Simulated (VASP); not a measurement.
Write the native input for VASP 6.6.1 that does the following.

```yaml
Task: single point
Functional: r2SCAN50
Potentials_or_basis: VASP PAW PBE potentials, release 64 (Au)
Cutoff: 520 eV
k_mesh: 6 × 6 × 6
Occupations: fermi-dirac, width 0.05 eV
Spin: no spin polarisation
Dipole_correction: no
Grid_for_exact_exchange_PRECFOCK: Normal
Further_INCAR_settings: ALGO = Normal; EDIFF = 1e-06; NBANDS = 12
Share_of_exact_exchange: 0.5
```

The system is Au.

```
Au
1.0
     0.00000    2.06178    2.06178
     2.06178    0.00000    2.06178
     2.06178    2.06178    0.00000
Au
1
Direct
  0.00000 0.00000 0.00000
```

These files were run (other wordings do the same):

POSCAR

```
Au
1.0
    0.0000000000      2.0617793868      2.0617793868
    2.0617793868      0.0000000000      2.0617793868
    2.0617793868      2.0617793868      0.0000000000
Au
1
Direct
    0.0000000000      0.0000000000      0.0000000000
```

INCAR.step1

```
ALGO = Normal
EDIFF = 1E-5
ENCUT = 520
GGA = PE
ISIF = 2
ISMEAR = -1
LASPH = T
LCHARG = F
LREAL = F
LWAVE = T
NBANDS = 12
NELM = 80
PREC = Accurate
SIGMA = 0.05
```

INCAR.step2

```
AEXX = 0.5
ALGO = Normal
EDIFF = 1E-6
ENCUT = 520
ISIF = 2
ISMEAR = -1
ISTART = 1
LASPH = T
LCHARG = F
LHFCALC = T
LMIXTAU = T
LREAL = F
LWAVE = F
METAGGA = R2SCAN
NBANDS = 12
NELM = 80
PREC = Accurate
PRECFOCK = Normal
SIGMA = 0.05
```

KPOINTS

```
k-points
0
Gamma
  6 6 6
```

Potentials or basis: VASP PAW PBE potentials, release 64 (Au).

Run with:

```bash
$ cat potpaw_PBE.64/Au/POTCAR > POTCAR
$ cp INCAR.step1 INCAR
$ mpirun -np 1 vasp_std > vasp.out
$ cp INCAR.step2 INCAR
$ mpirun -np 1 vasp_std > vasp.out
```

It gave:

```json
{"Pressure": "-0.5 GPa", "Band gap on the k mesh": "zero (an odd number of electrons rules out a gap without spin polarisation)"}
```

Caveat: the k points lie up to 0.44 Å⁻¹ apart, too coarse for converged energies and pressures of a metal; the PAW data sets were made with another functional, which shifts forces and pressure a little; spin-orbit coupling is left out, which moves the levels of the heavy elements.

It took 11 min on 1 thread of AMD EPYC 7R13 Processor (Zen 3), with other jobs on the host, peak memory 0.14 GiB.
